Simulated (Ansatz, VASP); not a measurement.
# One calculation of C, two programs

```xyz
4
Lattice="2.4989 0.0000 0.0000 -1.2494 2.1641 0.0000 0.0000 0.0000 4.1609" Properties=species:S:1:pos:R:3 pbc="T T T"
C     1.2494    0.7214    0.2613
C     0.0000    1.4427    2.3417
C     1.2494    0.7214    1.8192
C     0.0000    1.4427    3.8996
```

Alike in both runs: task single point; functional PBEsol; k mesh 12 × 12 × 6; occupations gaussian, width 0.02 eV; no spin polarisation.

|  | VASP | Ansatz |
| --- | --- | --- |
| version | VASP 6.6.1 | Ansatz 0.2.0 |
| potentials or method | VASP PAW PBE potentials, release 64 (C), cutoff 520 eV | scalar-relativistic, plane waves, PAW |
| valence electrons in the cell | 16 | 16 |

```csv
,VASP,Ansatz,Ansatz less VASP
gap on the k mesh at the Fermi level (eV),3.04,3.06,+0.012
least direct gap on the mesh (eV),4.92,4.93,+0.006
pressure (GPa),1.1,0.0,-1.08
"traceless stress, the component that is largest in VASP (GPa)",-0.09,0.01,+0.093
rms of the force components (eV/Å),0.004,0.002,-0.0029
```

VASP's potentials were made for PBE, not for PBEsol. Atom by atom the forces differ by 0.003 eV/Å (rms over components).
